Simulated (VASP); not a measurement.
The system is Nd3Si2I.

```xyz
6
Lattice="4.0165 0.0000 0.0000 -2.0083 3.4784 0.0000 0.0000 0.0000 10.3052" Properties=species:S:1:pos:R:3 pbc="T T T"
Nd    0.0000    2.3189    2.1446
Nd    0.0000    0.0000    5.1526
Nd    2.0083    1.1595    8.1607
Si    0.0000    2.3189    6.8203
Si    2.0083    1.1595    3.4850
I     0.0000    0.0000    0.0000
```

The cell was generated, and may not be a known phase.

- Program: VASP 6.6.1
- Task: relaxation of cell and atoms
- Functional: PBE
- Potentials or basis: VASP PAW PBE potentials, release 64 (Nd_3, Si, I), 4f in core
- Cutoff: 500 eV
- k mesh: 4 × 4 × 2
- Occupations: gaussian, width 0.15 eV
- Spin: no spin polarisation

At the start: pressure 19.8 GPa; volume 24.00 Å³/atom.

Question: How do energy, volume and symmetry change on relaxing?

Answer: Over 11 steps the energy falls by 324.6 meV/atom and the volume is 30.38 Å³/atom (+26.6 %); space group P-3m1 (No. 164, to 0.1 Å) before and after.

The path:
| step | energy change (eV) | largest force (eV/Å) | pressure (GPa) | volume (Å³) |
| --- | --- | --- | --- | --- |
| 1 | 0.0000 | 2.0945 | 19.75 | 143.98 |
| 2 | -0.8607 | 1.4513 | -7.14 | 214.84 |
| 3 | -1.9161 | 0.4073 | -0.06 | 179.16 |
| 4 | -1.9169 | 0.3737 | 0.19 | 178.40 |
| 5 | -1.9164 | 0.3401 | 0.43 | 177.67 |
| 6 | -1.9307 | 0.2518 | 0.33 | 178.70 |
| 7 | -1.9440 | 0.1176 | 0.12 | 180.89 |
| 8 | -1.9440 | 0.1294 | 0.10 | 181.01 |
| 9 | -1.9461 | 0.0839 | -0.12 | 181.81 |
| 10 | -1.9465 | 0.0858 | -0.30 | 182.44 |
| 11 | -1.9476 | 0.0747 | -0.24 | 182.30 |

Final structure:
```
Nd Si I
1.0
     4.32680    0.00000    0.00000
    -2.16340    3.74712    0.00000
     0.00000    0.00000   11.24378
Nd Si I
3 2 1
Direct
  0.33333 0.66667 0.20807
  0.00000 0.00000 0.50000
  0.66667 0.33333 0.79193
  0.33333 0.66667 0.65944
  0.66667 0.33333 0.34056
  0.00000 0.00000 0.00000
```

Caveat: the k points lie up to 0.42 Å⁻¹ apart in the final cell; the volume moved by over 15 % at a fixed basis, so the end points are rough; the run has no spin polarisation, though such a crystal can be magnetic; the relaxation stopped at a loose force limit of 0.08 eV/Å, so its end isn't a converged minimum.
